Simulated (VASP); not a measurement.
# DyMgF (P4/nmm) in VASP: single point with PBE

Aim: the single point of DyMgF with PBE.

Program: VASP 6.6.1. These are calculated values, not measurements. Logs are shortened: lines on timing, memory, paths and dates and some standing lists are left out, and cuts for length are marked.

## (1) The cell of the first run

It takes space group P4/nmm (No. 129, tetragonal). The conventional cell has a = 3.491 Å, b = 3.491 Å, c = 10.344 Å, α = 90.00°, β = 90.00°, γ = 90.00°. Dy (site symmetry 4mm) has 8 Dy at 3.49 to 3.53 Å and 4 Mg at 3.67 Å and 4 F at 4.28 Å within 4.6 Å. Mg (site symmetry 4mm) has 4 F at 2.12 Å within 2.8 Å. F (site symmetry -4m2) has 4 Mg at 2.12 Å and 4 F at 2.47 Å within 2.8 Å.

## (2) Single point, PBE

Input file POSCAR:

```
DyMgF
1.0
    3.4910338943      0.0000000000      0.0000000000
    0.0000000000      3.4910338943      0.0000000000
    0.0000000000      0.0000000000     10.3439256866
Dy Mg F
2 2 2
Direct
    0.0000000000      0.5000000000      0.3778108790
    0.5000000000      0.0000000000      0.6221891210
    0.0000000000      0.5000000000      0.8841791405
    0.5000000000      0.0000000000      0.1158208595
    0.0000000000      0.0000000000      0.0000000000
    0.5000000000      0.5000000000      0.0000000000
```

Input file INCAR.step1:

```
ALGO = Normal
EDIFF = 1E-6
ENCUT = 520
GGA = PE
GGA_COMPAT = F
ISIF = 2
ISMEAR = 0
LASPH = T
LCHARG = T
LMAXMIX = 6
LORBIT = 11
LREAL = F
LWAVE = F
NBANDS = 27
NEDOS = 2001
NELM = 200
PREC = Accurate
SIGMA = 0.1
```

Input file KPOINTS.step1:

```
k-points
0
Gamma
  10 10 4
```

Input file INCAR.step2:

```
ALGO = Normal
EDIFF = 1E-6
ENCUT = 520
GGA = PE
GGA_COMPAT = F
ICHARG = 11
ISIF = 2
ISMEAR = -5
LASPH = T
LCHARG = F
LMAXMIX = 6
LORBIT = 10
LREAL = F
LWAVE = F
NBANDS = 27
NEDOS = 1001
NELM = 200
PREC = Accurate
SIGMA = 0.1
```

Input file KPOINTS.step2:

```
k-points
0
Gamma
  15 15 6
```

Potentials or basis: VASP PAW PBE potentials, release 64 (Dy_3, Mg, F), 4f in core.

Command:

```sh
cat potpaw_PBE.64/Dy_3/POTCAR potpaw_PBE.64/Mg/POTCAR potpaw_PBE.64/F/POTCAR > POTCAR
cp INCAR.step1 INCAR
cp KPOINTS.step1 KPOINTS
mpirun -np 1 vasp_std > vasp.out
cp INCAR.step2 INCAR
cp KPOINTS.step2 KPOINTS
mpirun -np 1 vasp_std > vasp.out
```

OUTCAR:

```text
EDIFF = 1E-6
   ENCUT = 520
   GGA = PE
   ICHARG = 11
   ISIF = 2
   ISMEAR = -5
   LASPH = T
   LORBIT = 10
   LREAL = F
   NELM = 200
   PREC = Accurate

 ion  position               nearest neighbor table
   1  0.000  0.500  0.378-   2 3.53   2 3.53   2 3.53   2 3.53   4 3.67   4 3.67   4 3.67   4 3.67

   2  0.500  0.000  0.622-   1 3.53   1 3.53   1 3.53   1 3.53   3 3.67   3 3.67   3 3.67   3 3.67

   3  0.000  0.500  0.884-   5 2.12   6 2.12   5 2.12   6 2.12   4 3.44   4 3.44   4 3.44   4 3.44
                             2 3.67   2 3.67   2 3.67   2 3.67
   4  0.500  0.000  0.116-   5 2.12   6 2.12   6 2.12   5 2.12   3 3.44   3 3.44   3 3.44   3 3.44
                             1 3.67   1 3.67   1 3.67   1 3.67
   5  0.000  0.000  0.000-   3 2.12   4 2.12   3 2.12   4 2.12
   6  0.500  0.500  0.000-   3 2.12   4 2.12   4 2.12   3 2.12

  LATTYP: Found a simple tetragonal cell.
 ALAT       =     3.4910338943
 C/A-ratio  =     2.9629977823

  Lattice vectors:

 A1 = (   3.4910338943,   0.0000000000,   0.0000000000)
 A2 = (   0.0000000000,   3.4910338943,   0.0000000000)
 A3 = (   0.0000000000,   0.0000000000,  10.3439256866)

Analysis of symmetry for initial positions (statically):
=====================================================================
 Subroutine PRICEL returns:
 Original cell was already a primitive cell.

 Routine SETGRP: Setting up the symmetry group for a
 simple tetragonal supercell.

 Subroutine GETGRP returns: Found 16 space group operations
 (whereof  8 operations were pure point group operations)
 out of a pool of 16 trial point group operations.

The static configuration has the point symmetry D_2d.
 The point group associated with its full space group is D_4h.

Analysis of symmetry for dynamics (positions and initial velocities):
=====================================================================
 Subroutine PRICEL returns:
 Original cell was already a primitive cell.

 Routine SETGRP: Setting up the symmetry group for a
 simple tetragonal supercell.

 Subroutine GETGRP returns: Found 16 space group operations
 (whereof  8 operations were pure point group operations)
 out of a pool of 16 trial point group operations.

The dynamic configuration has the point symmetry D_2d.
[... 119 lines left out ...]
   TEBEG  =    0.0;   TEEND  =   0.0 temperature during run
   PSTRESS=    0.0 pullay stress
   NELECT =      36.0000    total number of electrons
   NUPDOWN=      -1.0000    fix difference up-down
   EMIN   =  10.00;   EMAX   =-10.00  energy-range for DOS
   EFERMI =   0.00;   METHOD = LEGACY
   ISMEAR =    -5;   SIGMA  =   0.10  broadening in eV -4-tet -1-fermi 0-gaus
   EFERMI_NEDOS =   21; number of points for ismear=-14 and -15
   IALGO  =     38    algorithm
   IMIX   =      4    mixing-type and parameters
     AMIX     =   0.40;   BMIX     =  1.00
     AMIX_MAG =   1.60;   BMIX_MAG =  1.00
  volume/ion in A,a.u.               =      21.01       141.79
  Fermi-wavevector in a.u.,A,eV,Ry     =   1.078064  2.037245 15.812986  1.162222
  Thomas-Fermi vector in A             =   2.213992
   LORBIT       =     10    0 simple, 1 ext, 2 COOP (PROOUT), +10 PAW based schemes
   GGA     = PE    functional components
   LHFCALC =     F    Hartree Fock is set to
   AEXX    =    0.0000 exact exchange contribution
   IVDW    =     0    specifies the selected vdW correction
   LEPSILON=     F    determine dielectric tensor
   LRPA    =     F    only Hartree local field effects (RPA)
 non-spin polarized calculation
 Fermi weights with tetrahedron method with Bloechl corrections
  energy-cutoff  :      520.00
  volume of cell :      126.06
 maximum number of plane-waves:      3435
 NGX is ok and might be reduce to    28

 number of electron      36.0000008 magnetization

 Free energy of the ion-electron system (eV)
  ---------------------------------------------------
  ext. energy  EPLUGINS =         0.00000000
  ---------------------------------------------------
  free energy    TOTEN  =       -25.34387937 eV

  energy without entropy =      -25.34387937  energy(sigma->0) =      -25.34387937

 E-fermi :   3.0970     XC(G=0):  -9.3300

 val. band max:        3.1139833293   @ k =   0.3333   0.0667   0.3333
 cond. band min:       3.1044024744   @ k =   0.2667   0.1333   0.3333
 fundamental gap:     -0.0095808549
 Fermi energy:         3.0969760490

 k-point     1 :       0.0000    0.0000    0.0000
  band No.  band energies     occupation
      1     -23.2329      2.00000
      2     -21.9758      2.00000
      3     -20.3951      2.00000
      4     -20.0845      2.00000
      5     -20.0845      2.00000
      6     -20.0659      2.00000
[... 709 lines left out ...]
     26       7.5323      0.00000
     27       7.9120      0.00000

 [... further k-points ...]

------------------------ aborting loop because EDIFF is reached ----------------------------------------

  FORCE on cell =-STRESS in cart. coord.  units (eV):
  Direction    XX          YY          ZZ          XY          YZ          ZX
  --------------------------------------------------------------------------------------
  -------------------------------------------------------------------------------------
  Total       -0.0695568     -0.0695568      0.0200798      0.0000000      0.0000000      0.0000000
  in kB       -0.8840084     -0.8840084      0.2551978      0.0000000      0.0000000      0.0000000
  external PRESSURE =      -0.5042730 kB  Pullay stress =       0.0000000 kB

 VOLUME and BASIS-vectors are now :
 -----------------------------------------------------------------------------
  energy-cutoff  :      520.00
  volume of cell :      126.06
      direct lattice vectors                 reciprocal lattice vectors
     3.491033894  0.000000000  0.000000000     0.286448093  0.000000000  0.000000000
     0.000000000  3.491033894  0.000000000     0.000000000  0.286448093  0.000000000
     0.000000000  0.000000000 10.343925687     0.000000000  0.000000000  0.096675095

 POSITION                                       TOTAL-FORCE (eV/Angst)
 -----------------------------------------------------------------------------------
      0.00000      1.74552      3.90805        -0.000000      0.000000     -0.041209
      1.74552      0.00000      6.43588        -0.000000      0.000000      0.041209
      0.00000      1.74552      9.14588        -0.000000      0.000000      0.031494
      1.74552      0.00000      1.19804        -0.000000      0.000000     -0.031494
      0.00000      0.00000      0.00000         0.000000      0.000000      0.000000
      1.74552      1.74552      0.00000         0.000000     -0.000000      0.000000
 -----------------------------------------------------------------------------------
    total drift:                               -0.000000      0.000000     -0.000000

  FREE ENERGIE OF THE ION-ELECTRON SYSTEM (eV)
  ---------------------------------------------------
  free  energy   TOTEN  =       -25.3438793685 eV

  energy  without entropy=      -25.3438793685  energy(sigma->0) =      -25.34387937

 total charge

# of ion       s       p       d       tot
------------------------------------------
    1        0.423   6.354   1.053   7.831
    2        0.423   6.354   1.053   7.831
    3        0.171   0.112   0.033   0.316
    4        0.171   0.112   0.033   0.316
    5        1.742   4.408   0.000   6.150
    6        1.742   4.408   0.000   6.150
--------------------------------------------------
tot          4.673  21.747   2.173  28.593
```

OSZICAR.step1:

```text
N       E                     dE             d eps       ncg     rms          rms(c)
DAV:   1     0.233200070597E+03    0.23320E+03   -0.15592E+04  3402   0.118E+03
DAV:   2     0.917776958593E+01   -0.22402E+03   -0.21403E+03  3562   0.359E+02
DAV:   3    -0.259108735296E+02   -0.35089E+02   -0.34287E+02  5116   0.930E+01
DAV:   4    -0.273417843716E+02   -0.14309E+01   -0.14199E+01  3996   0.182E+01
DAV:   5    -0.273878741310E+02   -0.46090E-01   -0.46040E-01  4594   0.364E+00    0.285E+01
DAV:   6    -0.253747002673E+02    0.20132E+01   -0.95700E+00  3781   0.140E+01    0.125E+01
DAV:   7    -0.253556069517E+02    0.19093E-01   -0.31637E-01  4358   0.353E+00    0.413E+00
DAV:   8    -0.253510836378E+02    0.45233E-02   -0.39398E-02  4118   0.136E+00    0.490E-01
DAV:   9    -0.253511804829E+02   -0.96845E-04   -0.42260E-03  4308   0.364E-01    0.159E-01
DAV:  10    -0.253510382514E+02    0.14223E-03   -0.12704E-03  4435   0.200E-01    0.111E-01
DAV:  11    -0.253510204894E+02    0.17762E-04   -0.17901E-04  3897   0.678E-02    0.249E-02
DAV:  12    -0.253510164167E+02    0.40727E-05   -0.40474E-05  4429   0.360E-02    0.668E-03
DAV:  13    -0.253510165056E+02   -0.88905E-07   -0.34267E-06  3969   0.105E-02
   1 F= -.25351017E+02 E0= -.25343508E+02  d E =-.150169E-01
```

Wall time 9.5 min (1 thread of Intel Xeon 6975P-C (Granite Rapids), shared host); peak memory 0.57 GiB.

What came out:

```yaml
Valence_electrons_inside_the_program's_atomic_spheres: Dy 7.83; Mg 0.32; F 6.15
```

Caveat: spin-orbit coupling is left out, which moves the levels of the heavy elements; the 4f electrons are frozen in the core, so they carry no moment and show no levels; the run has no spin polarisation, though such a crystal can be magnetic. Spin polarisation is off, so any magnetic state and its effect on volume and gap are missing.
